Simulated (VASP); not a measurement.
Here is a VASP 6.6.1 calculation.

The input INCAR:

```
PREC = Accurate ; ENCUT = 600
EDIFF = 1E-6 ; ISMEAR = 0
SIGMA = 0.1 ; LREAL = F
LASPH = T ; NELM = 80
ALGO = Normal ; ISIF = 3
LWAVE = F ; LCHARG = F
GGA = PE ; IBRION = 2
NSW = 100 ; EDIFFG = -0.01
```

KPOINTS

```
Automatic mesh
0
Gamma
  12 12 6
```

File POSCAR:

```
Si2B
1.0
    3.3345986233      0.0000000000      0.0000000000
    0.0000000000      3.3345986233      0.0000000000
    0.0000000000      0.0000000000      6.1925894904
Si B
4 2
Direct
    0.0000000000      0.0000000000      0.0000000000
    0.5000000000      0.5000000000      0.0000000000
    0.5000000000      0.0000000000      0.6454987071
    0.0000000000      0.5000000000      0.3545012929
    0.5000000000      0.0000000000      0.3105434288
    0.0000000000      0.5000000000      0.6894565712
```

Potentials or basis: VASP PAW PBE potentials, release 64 (Si, B).

Command:

```bash
$ cat potpaw_PBE.64/Si/POTCAR potpaw_PBE.64/B/POTCAR > POTCAR
$ mpirun -np 1 vasp_std > vasp.out
```

What does it give for the relaxed volume?

11.66 Å³/atom.

Predict the band gap on the k mesh.

zero (bands 11 and 12 overlap by 6.71 eV).

Estimate the space group after relaxing (to 0.1 Å).

P4/nmm (No. 129).

Estimate the relaxed cell.

a = 3.290 Å, b = 3.290 Å, c = 6.461 Å, α = 90.00°, β = 90.00°, γ = 90.00°.

Forces in eV/Å, atoms in the order of the input:
```
Si   0.000  0.000  0.000
Si   0.000  0.000  0.000
Si   0.000  0.000  0.006
Si   0.000  0.000 -0.006
B    0.000  0.000  0.005
B    0.000  0.000 -0.005
```
